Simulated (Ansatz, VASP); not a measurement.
Two plane-wave programs on Nb

The input INCAR:

```
SYSTEM = Nb
ALGO = Fast
EDIFF = 1E-6
ENCUT = 520
GGA = PS
ISIF = 2
ISMEAR = 0
LASPH = .TRUE.
LCHARG = .FALSE.
LREAL = .FALSE.
LWAVE = .FALSE.
NBANDS = 12
NELM = 80
PREC = Accurate
SIGMA = 0.15
```

Contents of KPOINTS:

```
k-points
0
G
  20 20 20
  0 0 0
```

The input POSCAR:

```
Nb
1.0
   -1.6639500000      1.4143575000      1.6639500000
    1.6639500000     -1.4143575000      1.6639500000
    1.6639500000      1.4143575000     -1.6639500000
Nb
1
Direct
    0.0000000000      0.0000000000      0.0000000000
```

Input for Ansatz:

```yaml
crystal:
  lattice:
    - [-1.66395, 1.4143575, 1.66395]
    - [1.66395, -1.4143575, 1.66395]
    - [1.66395, 1.4143575, -1.66395]
  atoms:
    - { symbol: Nb, position: [0.0, 0.0, 0.0] }
basis:
  ecutwfc: 420
kpoints:
  mp_grid: { grid: [20, 20, 20] }
hamiltonian:
  xc: pbesol
scf:
  occupations: { method: gaussian, width: 0.15 }
output:
  forces: true
  stress: true
  eigenvalues: true
```

Change from the starting cell: strain -0.1500 x Voigt [0, 1, 0, 0, 0, 0], atoms carried along.

Alike in both runs: task single point; functional PBEsol; k mesh 20 × 20 × 20; occupations gaussian, width 0.15 eV; no spin polarisation.

|  | VASP | Ansatz |
| --- | --- | --- |
| version | VASP 6.6.1 | Ansatz 0.2.0 |
| potentials or method | VASP PAW PBE potentials, release 64 (Nb_sv), cutoff 520 eV | scalar-relativistic, plane waves, PAW |
| valence electrons in the cell | 13 | 13 |

```csv
,VASP,Ansatz,Ansatz less VASP
gap on the k mesh at the Fermi level (eV),none,none,-
pressure (GPa),27.8,28.2,+0.38
"traceless stress, the component that is largest in VASP (GPa)",17.47,17.52,+0.049
```

VASP's potentials were made for PBE, not for PBEsol. A gap of «none» marks a metal or a gap that the smearing closes. The functional is the same, so the differences come from potentials, cutoffs and numerics.
